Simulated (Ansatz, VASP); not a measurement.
Au in VASP and in Ansatz

```xyz
2
Lattice="0.0000 2.5097 2.5097 2.5097 0.0000 2.5097 2.5097 2.5097 0.0000" Properties=species:S:1:pos:R:3 pbc="T T T"
Au   -0.6274   -0.6274   -0.6274
Au    0.6274    0.6274    0.6274
```

Change from the starting cell: volume scaled by 0.6, LAPW.

Alike in both runs: task single point; functional LDA; k mesh 12 × 12 × 12; occupations fermi-dirac, width 0.1 eV; no spin polarisation.

|  | VASP | Ansatz |
| --- | --- | --- |
| version | VASP 6.6.1 | Ansatz 0.2.0 |
| potentials or method | VASP PAW LDA potentials, release 64 (Au), cutoff 520 eV | all-electron LAPW, scalar-relativistic |

|  | VASP | Ansatz | Ansatz less VASP |
| --- | --- | --- | --- |
| pressure (GPa) | 161.7 | 164.0 | +2.29 |

LDA's correlation is that of Perdew and Zunger in VASP and of Perdew and Wang (1992) in Ansatz. Both programs put the cell under a high pressure, so it lies far from rest at this level. Ansatz ran all-electron here, and VASP with PAW potentials.

Spin-orbit coupling is off throughout. Noted on VASP's run: the cell as given lies far from equilibrium.
